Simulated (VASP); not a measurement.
Here is a VASP 6.6.1 calculation.

Contents of POSCAR:

```
GaP
1.0
    0.0000000000      2.7523962207      2.7523962207
    2.7523962207      0.0000000000      2.7523962207
    2.7523962207      2.7523962207      0.0000000000
Ga P
1 1
Direct
    0.0000000000      0.0000000000      0.0000000000
    0.2500000000      0.2500000000      0.2500000000
```

File INCAR.step1:

```
PREC     = Accurate       # precision mode
ENCUT    = 520            # plane-wave cutoff, eV
ISMEAR   = 0              # smearing method
SIGMA    = 0.01           # smearing width, eV
LREAL    = False          # projectors in reciprocal space
LASPH    = True           # aspherical terms in the spheres
NELM     = 80             # most SCF steps
NBANDS   = 16             # bands
GGA      = PE             # functional
ALGO     = Normal         # electronic algorithm
EDIFF    = 1E-4           # SCF threshold, eV
LWAVE    = True           # write WAVECAR
LCHARG   = False          # write CHGCAR
```

File INCAR.step2:

```
PREC     = Accurate       # precision mode
ENCUT    = 520            # plane-wave cutoff, eV
EDIFF    = 1E-7           # SCF threshold, eV
ISMEAR   = 0              # smearing method
SIGMA    = 0.01           # smearing width, eV
LREAL    = False          # projectors in reciprocal space
LASPH    = True           # aspherical terms in the spheres
NELM     = 80             # most SCF steps
ALGO     = Normal         # electronic algorithm
ISIF     = 2              # what is computed and relaxed
LWAVE    = False          # write WAVECAR
LCHARG   = True           # write CHGCAR
METAGGA  = R2SCAN         # meta-GGA
LMIXTAU  = True         
LELF     = True           # ELF
LVHAR    = True         
NBANDS   = 16             # bands
ISTART   = 1
```

File KPOINTS:

```
Automatic mesh
0
Gamma
  6 6 6
```

Potentials or basis: VASP PAW PBE potentials, release 64 (Ga_d, P).

The run is started by

```bash
$ cat potpaw_PBE.64/Ga_d/POTCAR potpaw_PBE.64/P/POTCAR > POTCAR
$ cp INCAR.step1 INCAR
$ mpirun -np 1 vasp_std > vasp.out
$ cp INCAR.step2 INCAR
$ mpirun -np 1 vasp_std > vasp.out
```

(1) Predict the band gap on the k mesh.

(2) Predict the pressure.

Results:

(1) 1.94 eV, indirect (least direct gap 2.08 eV).

(2) -2.4 GPa.

Caveat: the PAW data sets were made with another functional, which shifts forces and pressure a little.
